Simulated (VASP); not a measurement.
A run of VASP 6.6.1 is set up as follows.

The input INCAR:

```
SYSTEM = SrTiO3
PREC = Accurate
ENCUT = 520
EDIFF = 1E-8
ISMEAR = 0
SIGMA = 0.01
LREAL = .False.
LASPH = .True.
NELM = 60
ALGO = Normal
ISIF = 2
LWAVE = .False.
LCHARG = .False.
NBANDS = 28
IBRION = 8
NSW = 1
LEPSILON = .True.
```

The input KPOINTS:

```
regular mesh
0
Gamma
  8 8 8
  0 0 0
```

Contents of POSCAR:

```
SrTiO3
1.0
    3.9075129701      0.0000000000      0.0000000000
    0.0000000000      3.9075129701      0.0000000000
    0.0000000000      0.0000000000      3.9075129701
Sr Ti O
1 1 3
Direct
    0.0000000000      0.0000000000      0.0000000000
    0.5000000000      0.5000000000      0.5000000000
    0.5000000000      0.0000000000      0.5000000000
    0.5000000000      0.5000000000      0.0000000000
    0.0000000000      0.5000000000      0.5000000000
```

Potentials or basis: VASP PAW LDA potentials, release 64 (Sr_sv, Ti_sv, O).

Command:

```console
$ cat potpaw_LDA.64/Sr_sv/POTCAR potpaw_LDA.64/Ti_sv/POTCAR potpaw_LDA.64/O/POTCAR > POTCAR
$ mpirun -np 1 vasp_std > vasp.out
```

(1) What does it give for the electronic dielectric tensor (diagonal)?

(2) What does it give for the Born charges (mean of the diagonal)?

(3) Estimate the highest phonon frequency at Γ, LO-TO splitting left out.

Results:

(1) 6.43.

(2) Sr +2.54; Ti +7.38; O -3.31 e.

(3) 519 cm⁻¹.

Caveat: the cell stands under pressure or tension, which shifts response properties; some modes are imaginary.
